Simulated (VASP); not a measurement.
# Li2S (Fm-3m) in VASP: further runs

Li2S is run at these levels: r2SCAN; tasks: single point, relaxation of cell and atoms.

All numbers are computed with VASP 6.6.1; they aren't measurements. Logs are shortened: lines on timing, memory, paths and dates and some standing lists are left out, and cuts for length are marked.

**1. The cell of the first run**

Symmetry: Fm-3m, No. 225, cubic system. Conventional cell: a = 5.689 Å, b = 5.689 Å, c = 5.689 Å, α = 90.00°, β = 90.00°, γ = 90.00°. Within 3.3 Å of Li (site symmetry -43m) lie 4 S at 2.46 Å and 6 Li at 2.84 Å. Within 3.3 Å of S (site symmetry m-3m) lie 8 Li at 2.46 Å.

**2. Single point, r2SCAN**

Contents of POSCAR:

```
Li2S
1.0
    0.0000000000      2.8446865456      2.8446865456
    2.8446865456      0.0000000000      2.8446865456
    2.8446865456      2.8446865456      0.0000000000
Li S
2 1
Direct
    0.2500000000      0.2500000000      0.2500000000
    0.7500000000      0.7500000000      0.7500000000
    0.0000000000      0.0000000000      0.0000000000
```

Contents of INCAR.step1:

```
PREC = Accurate ; ENCUT = 830
ISMEAR = -5 ; SIGMA = 0.1
LREAL = False ; LASPH = True
NELM = 120 ; NBANDS = 13
GGA = PE ; ALGO = Normal
EDIFF = 1E-5 ; LWAVE = True
LCHARG = False ; GGA_COMPAT = False
```

Contents of INCAR.step2:

```
PREC = Accurate ; ENCUT = 830
EDIFF = 1E-6 ; ISMEAR = -5
SIGMA = 0.1 ; LREAL = False
LASPH = True ; NELM = 120
ALGO = Normal ; ISIF = 2
LWAVE = False ; LCHARG = True
METAGGA = R2SCAN ; LMIXTAU = True
LELF = True ; LVHAR = True
NBANDS = 13 ; ISTART = 1
GGA_COMPAT = False
```

Contents of KPOINTS:

```
regular mesh
0
Gamma
  8 8 8
```

Potentials or basis: VASP PAW PBE potentials, release 64 (Li_sv, S).

Run with:

```bash
$ cat potpaw_PBE.64/Li_sv/POTCAR potpaw_PBE.64/S/POTCAR > POTCAR
$ cp INCAR.step1 INCAR
$ mpirun -np 1 vasp_std > vasp.out
$ cp INCAR.step2 INCAR
$ mpirun -np 1 vasp_std > vasp.out
```

OUTCAR:

```text
PREC = Accurate
   ENCUT = 830
   EDIFF = 1E-6
   ISMEAR = -5
   LREAL = False
   LASPH = True
   NELM = 120
   ISIF = 2
   METAGGA = R2SCAN
   ISTART = 1

 ion  position               nearest neighbor table
   1  0.250  0.250  0.250-   3 2.46   3 2.46   3 2.46   3 2.46
   2  0.750  0.750  0.750-   3 2.46   3 2.46   3 2.46   3 2.46
   3  0.000  0.000  0.000-   2 2.46   2 2.46   2 2.46   1 2.46   2 2.46   1 2.46   1 2.46   1 2.46

  LATTYP: Found a face centered cubic cell.
 ALAT       =     5.6893730912

  Lattice vectors:

 A1 = (   0.0000000000,   2.8446865456,   2.8446865456)
 A2 = (   2.8446865456,   0.0000000000,   2.8446865456)
 A3 = (   2.8446865456,   2.8446865456,   0.0000000000)

Analysis of symmetry for initial positions (statically):
=====================================================================
 Subroutine PRICEL returns:
 Original cell was already a primitive cell.

 Routine SETGRP: Setting up the symmetry group for a
 face centered cubic supercell.

 Subroutine GETGRP returns: Found 48 space group operations
 (whereof 48 operations were pure point group operations)
 out of a pool of 48 trial point group operations.

The static configuration has the point symmetry O_h .

Analysis of symmetry for dynamics (positions and initial velocities):
=====================================================================
 Subroutine PRICEL returns:
 Original cell was already a primitive cell.

 Routine SETGRP: Setting up the symmetry group for a
 face centered cubic supercell.

 Subroutine GETGRP returns: Found 48 space group operations
 (whereof 48 operations were pure point group operations)
 out of a pool of 48 trial point group operations.

The dynamic configuration has the point symmetry O_h .

 Subroutine INISYM returns: Found 48 space group operations
 (whereof 48 operations are pure point group operations),
 and found     1 'primitive' translations

----------------------------------------------------------------------------------------

                                     Primitive cell

  volume of cell :      46.0398

  direct lattice vectors                    reciprocal lattice vectors
     0.000000000  2.844686546  2.844686546    -0.175766290  0.175766290  0.175766290
     2.844686546  0.000000000  2.844686546     0.175766290 -0.175766290  0.175766290
     2.844686546  2.844686546  0.000000000     0.175766290  0.175766290 -0.175766290

  length of vectors
     4.022994293  4.022994293  4.022994293     0.304436144  0.304436144  0.304436144

  position of ions in fractional coordinates (direct lattice)
     0.250000000  0.250000000  0.250000000
     0.750000000  0.750000000  0.750000000
     0.000000000  0.000000000  0.000000000

  ion indices of the primitive-cell ions
   primitive index   ion index
                 1           1
                 2           2
                 3           3

----------------------------------------------------------------------------------------

 KPOINTS: regular mesh

Automatic generation of k-mesh.
 Grid dimensions read from file:
 generate k-points for:    8    8    8

 Generating k-lattice:

  Cartesian coordinates                     Fractional coordinates (reciprocal lattice)
    -0.021970786  0.021970786  0.021970786     0.125000000  0.000000000  0.000000000
     0.021970786 -0.021970786  0.021970786     0.000000000  0.125000000  0.000000000
     0.021970786  0.021970786 -0.021970786     0.000000000  0.000000000  0.125000000

  Length of vectors
     0.038054518  0.038054518  0.038054518

  Shift w.r.t. Gamma in fractional coordinates (k-lattice)
     0.000000000  0.000000000  0.000000000

 TETIRR: Found     76 inequivalent tetrahedra from     3072

 Subroutine IBZKPT returns following result:
 ===========================================

 Found     29 irreducible k-points:

 Following reciprocal coordinates:
            Coordinates               Weight
  0.000000  0.000000  0.000000      1.000000
  0.125000  0.000000  0.000000      8.000000
  0.250000  0.000000  0.000000      8.000000
  0.375000  0.000000  0.000000      8.000000
  0.500000  0.000000  0.000000      4.000000
  0.125000  0.125000  0.000000      6.000000
[... 16 lines left out ...]
  0.500000  0.250000  0.125000     48.000000
 -0.375000  0.250000  0.125000     24.000000
 [... further k-points ...]
   k-points           NKPTS =     29   k-points in BZ     NKDIM =     29   number of bands    NBANDS=     13
   number of dos      NEDOS =    301   number of ions     NIONS =      3
   total plane-waves  NPLWV =  64000
   dimension x,y,z NGX =    40 NGY =   40 NGZ =   40
   dimension x,y,z NGXF=    80 NGYF=   80 NGZF=   80
   ions per type =               2   1
   NGX,Y,Z   is equivalent  to a cutoff of  16.53, 16.53, 16.53 a.u.
   NGXF,Y,Z  is equivalent  to a cutoff of  33.06, 33.06, 33.06 a.u.
 SYSTEM =  unknown system
   PREC   = accura    normal or accurate (medium, high low for compatibility)
   ISTART =      1    job   : 0-new  1-cont  2-samecut
   ICHARG =      0    charge: 1-file 2-atom 10-const
   ISPIN  =      1    spin polarized calculation?
   LNONCOLLINEAR =      F non collinear calculations
   LSORBIT =      F    spin-orbit coupling
   LASPH  =      T    aspherical Exc in radial PAW
   ENCUT  =  830.0 eV  61.00 Ry    7.81 a.u.   9.45  9.45  9.45*2*pi/ulx,y,z
   NELM   =    120;   NELMIN=  2; NELMDL=  0     # of ELM steps
   EDIFF  = 0.1E-05   stopping-criterion for ELM
   LREAL  =      F    real-space projection
   EDIFFG = 0.1E-04   stopping-criterion for IOM
   NSW    =      0    number of steps for IOM
   IBRION =     -1    ionic relax: 0-MD 1-quasi-New 2-CG
   NFREE  =      0    steps in history (QN), initial steepest desc. (CG)
   ISIF   =      2    stress and relaxation
   ISYM   =      2    0-nonsym 1-usesym 2-fastsym
   POTIM  = 0.5000    time-step for ionic-motion
   TEBEG  =    0.0;   TEEND  =   0.0 temperature during run
   PSTRESS=    0.0 pullay stress
   NELECT =      12.0000    total number of electrons
   NUPDOWN=      -1.0000    fix difference up-down
   EMIN   =  10.00;   EMAX   =-10.00  energy-range for DOS
   EFERMI =   0.00;   METHOD = LEGACY
   ISMEAR =    -5;   SIGMA  =   0.10  broadening in eV -4-tet -1-fermi 0-gaus
   EFERMI_NEDOS =   21; number of points for ismear=-14 and -15
   IALGO  =     38    algorithm
   IMIX   =      4    mixing-type and parameters
     AMIX     =   0.40;   BMIX     =  1.00
     AMIX_MAG =   1.60;   BMIX_MAG =  1.00
  volume/ion in A,a.u.               =      15.35       103.56
  Fermi-wavevector in a.u.,A,eV,Ry     =   1.045741  1.976164 14.878983  1.093574
  Thomas-Fermi vector in A             =   2.180550
   LORBIT       =      0    0 simple, 1 ext, 2 COOP (PROOUT), +10 PAW based schemes
   METAGGA = R2SCAN    functional components
   LHFCALC =     F    Hartree Fock is set to
   AEXX    =    0.0000 exact exchange contribution
   IVDW    =     0    specifies the selected vdW correction
   LEPSILON=     F    determine dielectric tensor
   LRPA    =     F    only Hartree local field effects (RPA)
 non-spin polarized calculation
 Fermi weights with tetrahedron method with Bloechl corrections
  energy-cutoff  :      830.00
  volume of cell :       46.04
 maximum number of plane-waves:      2541
 NGX is ok and might be reduce to    40
   NGX = 19   NGY = 19   NGZ = 19

 number of electron      12.0000004 magnetization

 Free energy of the ion-electron system (eV)
  ---------------------------------------------------
  ext. energy  EPLUGINS =         0.00000000
  ---------------------------------------------------
  free energy    TOTEN  =       -17.38405954 eV

  energy without entropy =      -17.38405954  energy(sigma->0) =      -17.38405954

 E-fermi :   1.3641     XC(G=0):  -8.9275

 val. band max:        1.2163099631   @ k =   0.0000   0.0000   0.0000
 cond. band min:       5.0722181548   @ k =   0.5000   0.5000   0.0000
 fundamental gap:      3.8559081917
 Fermi energy:         1.3640568143

 k-point     1 :       0.0000    0.0000    0.0000
  band No.  band energies     occupation
      1     -44.3856      2.00000
      2     -44.3438      2.00000
      3     -10.2724      2.00000
      4       1.2163      2.00000
      5       1.2163      2.00000
      6       1.2163      2.00000
      7       6.2707      0.00000
      8       8.1249      0.00000
      9       8.1249      0.00000
     10       8.1249      0.00000
     11      12.9826      0.00000
     12      12.9826      0.00000
     13      14.6610      0.00000

 k-point     2 :       0.1250    0.0000    0.0000
  band No.  band energies     occupation
      1     -44.3838      2.00000
      2     -44.3453      2.00000
      3     -10.2144      2.00000
      4       0.6352      2.00000
      5       1.1288      2.00000
      6       1.1288      2.00000
      7       6.6897      0.00000
      8       8.3692      0.00000
      9       8.3692      0.00000
     10       8.4984      0.00000
     11      12.0875      0.00000
     12      12.0875      0.00000
     13      14.8078      0.00000

 k-point     3 :       0.2500    0.0000    0.0000
  band No.  band energies     occupation
      1     -44.3790      2.00000
      2     -44.3495      2.00000
      3     -10.0657      2.00000
      4      -0.4603      2.00000
      5       0.9377      2.00000
      6       0.9377      2.00000
      7       7.3747      0.00000
      8       8.6855      0.00000
      9       8.6855      0.00000
     10       9.3860      0.00000
     11      11.7559      0.00000
     12      11.7559      0.00000
     13      15.2608      0.00000
[... 305 lines left out ...]
 k-point    23 :       0.5000    0.2500    0.1250
  band No.  band energies     occupation
      1     -44.3702      2.00000
      2     -44.3574      2.00000
      3      -9.8200      2.00000
      4      -1.1340      2.00000
      5      -0.0074      2.00000
      6       0.4582      2.00000
      7       7.5153      0.00000
      8       8.7605      0.00000
      9      10.0044      0.00000
     10      10.4285      0.00000
     11      12.0512      0.00000
     12      14.6248      0.00000
     13      15.8548      0.00000

 k-point    24 :      -0.3750    0.2500    0.1250
  band No.  band energies     occupation
      1     -44.3637      2.00000
      2     -44.3636      2.00000
      3      -9.7614      2.00000
      4      -1.3725      2.00000
      5      -0.0245      2.00000
      6       0.3079      2.00000
      7       7.6163      0.00000
      8       8.6470      0.00000
      9      10.3597      0.00000
     10      11.0221      0.00000
     11      12.4635      0.00000
     12      13.8797      0.00000
     13      15.5017      0.00000

 [... further k-points ...]

------------------------ aborting loop because EDIFF is reached ----------------------------------------

  FORCE on cell =-STRESS in cart. coord.  units (eV):
  Direction    XX          YY          ZZ          XY          YZ          ZX
  --------------------------------------------------------------------------------------
  -------------------------------------------------------------------------------------
  Total       -0.0522794     -0.0522794     -0.0522794      0.0000000     -0.0000000     -0.0000000
  in kB       -1.8193154     -1.8193154     -1.8193154      0.0000000     -0.0000000     -0.0000000
  external PRESSURE =      -1.8193154 kB  Pullay stress =       0.0000000 kB

 VOLUME and BASIS-vectors are now :
 -----------------------------------------------------------------------------
  energy-cutoff  :      830.00
  volume of cell :       46.04
      direct lattice vectors                 reciprocal lattice vectors
     0.000000000  2.844686546  2.844686546    -0.175766290  0.175766290  0.175766290
     2.844686546  0.000000000  2.844686546     0.175766290 -0.175766290  0.175766290
     2.844686546  2.844686546  0.000000000     0.175766290  0.175766290 -0.175766290

 POSITION                                       TOTAL-FORCE (eV/Angst)
 -----------------------------------------------------------------------------------
      1.42234      1.42234      1.42234         0.000000      0.000000      0.000000
      4.26703      4.26703      4.26703        -0.000000     -0.000000     -0.000000
      0.00000      0.00000      0.00000         0.000000      0.000000     -0.000000
 -----------------------------------------------------------------------------------
    total drift:                                0.000000     -0.000000      0.000000

  FREE ENERGIE OF THE ION-ELECTRON SYSTEM (eV)
  ---------------------------------------------------
  free  energy   TOTEN  =       -17.3840595388 eV

  energy  without entropy=      -17.3840595388  energy(sigma->0) =      -17.38405954
```

Wall time 3.2 min (1 thread of AMD EPYC 7R13 (Zen 3), shared host); peak memory 0.23 GiB.

What came out:

```yaml
Free_energy: -17.3841 eV
Pressure: -0.2 GPa
Band_gap_on_the_k_mesh: 3.86 eV (least direct gap 5.05 eV)
```

Levels at points of the mesh, in eV from the valence-band top:
```csv
k point,band 3,band 4,band 5,band 6,band 7,band 8,band 9,band 10
"(0.00, 0.00, 0.00)",-11.49,0.00,0.00,0.00,5.05,6.91,6.91,6.91
"(0.50, 0.00, 0.00)",-11.05,-2.89,-0.51,-0.51,6.98,7.19,7.19,9.14
"(0.50, 0.50, 0.00)",-10.92,-2.16,-1.44,-1.44,3.86,7.90,12.17,12.17
```

Caveat: the PAW data sets were made with another functional, which shifts forces and pressure a little.

**3. Single point, r2SCAN, collinear spin**

Contents of POSCAR:

```
Li2S
1.0
    0.0000000000      2.8448759753      2.8448759753
    2.8448759753      0.0000000000      2.8448759753
    2.8448759753      2.8448759753      0.0000000000
Li S
2 1
Direct
    0.2500000000      0.2500000000      0.2500000000
    0.7500000000      0.7500000000      0.7500000000
    0.0000000000      0.0000000000      0.0000000000
```

Contents of INCAR.step1:

```
ALGO = Normal ; EDIFF = 1E-5
ENCUT = 830 ; GGA = PE
GGA_COMPAT = False ; ISMEAR = -5
ISPIN = 2 ; LASPH = True
LCHARG = False ; LREAL = False
LWAVE = True ; MAGMOM = 0.2 0.2 0.2
NBANDS = 17 ; NELM = 200
PREC = Accurate ; SIGMA = 0.1
```

Contents of INCAR.step2:

```
ALGO = Normal ; EDIFF = 1E-6
ENCUT = 830 ; GGA_COMPAT = False
ISIF = 2 ; ISMEAR = -5
ISPIN = 2 ; ISTART = 1
LASPH = True ; LCHARG = False
LMIXTAU = True ; LORBIT = 11
LREAL = False ; LWAVE = False
MAGMOM = 0.2 0.2 0.2 ; METAGGA = R2SCAN
NBANDS = 17 ; NELM = 200
PREC = Accurate ; SIGMA = 0.1
```

Contents of KPOINTS:

```
k-points
0
Gamma
  5 5 5
```

Potentials or basis: VASP PAW PBE potentials, release 64 (Li_sv, S).

Run with:

```bash
$ cat potpaw_PBE.64/Li_sv/POTCAR potpaw_PBE.64/S/POTCAR > POTCAR
$ cp INCAR.step1 INCAR
$ mpirun -np 1 vasp_std > vasp.out
$ cp INCAR.step2 INCAR
$ mpirun -np 1 vasp_std > vasp.out
```

Wall time 2.6 min (1 thread of AMD EPYC 7R13 (Zen 3), shared host); peak memory 0.27 GiB.

The run converged. Its results:

| Quantity | Value |
| --- | --- |
| Free energy | -17.3831 eV |
| Pressure | -0.2 GPa |
| Band gap on the k mesh | 4.16 eV (least direct gap 5.05 eV) |
| Net moment | 0.00 μB per cell |
| Valence electrons inside the program's atomic spheres | Li 2.04; S 3.82 |

Levels at points of the mesh, in eV from the valence-band top:
Spin up:
```csv
k point,band 2,band 3,band 4,band 5,band 6,band 7,band 8,band 9,band 10,band 11
"(0.00, 0.00, 0.00)",-45.56,-11.49,0.00,0.00,0.00,5.05,6.91,6.91,6.91,11.77
```
Spin down:
| k point | band 2 | band 3 | band 4 | band 5 | band 6 | band 7 | band 8 | band 9 | band 10 | band 11 |
| --- | --- | --- | --- | --- | --- | --- | --- | --- | --- | --- |
| (0.00, 0.00, 0.00) | -45.56 | -11.49 | 0.00 | 0.00 | 0.00 | 5.05 | 6.91 | 6.91 | 6.91 | 11.77 |

Caveat: the PAW data sets were made with another functional, which shifts forces and pressure a little; an odd mesh through Γ misses points on the zone boundary, where band edges can lie. r2SCAN opens gaps a little over a GGA but as a rule still falls short of measured ones.

**4. Relaxation of cell and atoms, r2SCAN**

This run uses another cell than the first one, of 15.97 Å³/atom.

Contents of POSCAR:

```
Li2S
1.0
    0.0000000000      2.8825660000      2.8825660000
    2.8825660000      0.0000000000      2.8825660000
    2.8825660000      2.8825660000      0.0000000000
Li S
2 1
Direct
    0.2500000000      0.2500000000      0.2500000000
    0.7500000000      0.7500000000      0.7500000000
    0.0000000000      0.0000000000      0.0000000000
```

Contents of INCAR.step1:

```
SYSTEM = Li2S
PREC = Accurate ; ENCUT = 830
ISMEAR = -5 ; SIGMA = 0.1
LREAL = .FALSE. ; LASPH = .TRUE.
NELM = 120 ; GGA = PE
ALGO = Normal ; EDIFF = 1E-5
LWAVE = .TRUE. ; LCHARG = .FALSE.
GGA_COMPAT = .FALSE. ; IBRION = 2
ISIF = 3 ; EDIFFG = -0.005
NELMIN = 4 ; NSW = 100
```

Contents of INCAR.step2:

```
SYSTEM = Li2S
PREC = Accurate ; ENCUT = 830
EDIFF = 1E-7 ; ISMEAR = -5
SIGMA = 0.1 ; LREAL = .FALSE.
LASPH = .TRUE. ; NELM = 120
ALGO = Normal ; ISIF = 3
LWAVE = .FALSE. ; LCHARG = .FALSE.
METAGGA = R2SCAN ; LMIXTAU = .TRUE.
IBRION = 2 ; NSW = 60
EDIFFG = -0.01 ; ISTART = 1
GGA_COMPAT = .FALSE. ; NELMIN = 4
```

Contents of KPOINTS:

```
regular mesh
0
G
  5 5 5
  0 0 0
```

Run with:

```bash
$ cat potpaw_PBE.64/Li_sv/POTCAR potpaw_PBE.64/S/POTCAR > POTCAR
$ cp INCAR.step1 INCAR
$ mpirun -np 1 vasp_std > vasp.out
$ cp INCAR.step2 INCAR
$ mpirun -np 1 vasp_std > vasp.out
```

Wall time 3.2 min (1 thread of AMD EPYC 7R13 (Zen 3), shared host); peak memory 0.22 GiB.

It converged, with:

- Free energy: -17.3836 eV
- Relaxed volume: 15.30 Å³/atom
- Relaxed cell: a = 4.019 Å, b = 4.019 Å, c = 4.019 Å, α = 60.00°, β = 60.00°, γ = 60.00°
- Space group after relaxing (to 0.1 Å): Fm-3m (No. 225)
- Energy gained by relaxing: 3.8 meV/atom
- Ionic steps: 3
- Pressure after relaxing: -0.1 GPa
- Band gap on the k mesh: 4.16 eV (least direct gap 5.07 eV)

Step by step:
| step | energy change (eV) | largest force (eV/Å) | pressure (GPa) | volume (Å³) |
| --- | --- | --- | --- | --- |
| 1 | 0.0000 | 0.0000 | -1.74 | 47.90 |
| 2 | -0.0095 | 0.0000 | -0.79 | 46.71 |
| 3 | -0.0115 | 0.0000 | -0.05 | 45.90 |

Final structure:
```xyz
3
Lattice="0.0000 2.8419 2.8419 2.8419 0.0000 2.8419 2.8419 2.8419 0.0000" Properties=species:S:1:pos:R:3 pbc="T T T"
Li    1.4209    1.4209    1.4209
Li    4.2628    4.2628    4.2628
S     0.0000    0.0000    0.0000
```

Levels at points of the mesh, in eV from the valence-band top:
```
           k point  band 4  band 5  band 6  band 7  band 8  band 9
(0.00, 0.00, 0.00)    0.00    0.00    0.00    5.07    6.91    6.91
```

Caveat: the PAW data sets were made with another functional, which shifts forces and pressure a little; an odd mesh through Γ misses points on the zone boundary, where band edges can lie.

(Part 1 of 2 ends here.)
